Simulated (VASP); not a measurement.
Crystal: CdTe.

```xyz
2
Lattice="0.0000 3.2050 3.2050 3.2050 0.0000 3.2050 3.2050 3.2050 0.0000" Properties=species:S:1:pos:R:3 pbc="T T T"
Te    4.8075    4.8075    4.8075
Cd    0.0000    0.0000    0.0000
```

Base run:

```yaml
Program: VASP 6.6.1
Functional: SVWN5
Potentials_or_basis: VASP PAW PBE potentials, release 64 (Te, Cd)
Cutoff: 500 eV
k_mesh: 7 × 7 × 7
Occupations: gaussian, width 0.01 eV
Spin: no spin polarisation
```

Its results: band gap on the k mesh 0.62 eV, direct; pressure 0.2 GPa.

Task: The run is repeated on the same cell with these changes: functional from SVWN5 to PBE exchange alone; cutoff from 500 eV to 520 eV; occupations from gaussian, width 0.01 eV to fermi-dirac, width 0.05 eV. What comes out?

Result: Band gap on the k mesh 0.83 eV, direct; pressure 11.7 GPa.

Caveats: spin-orbit coupling is left out, which moves the levels of the heavy elements; the PAW data sets were made with another functional, which shifts forces and pressure a little (some runs).

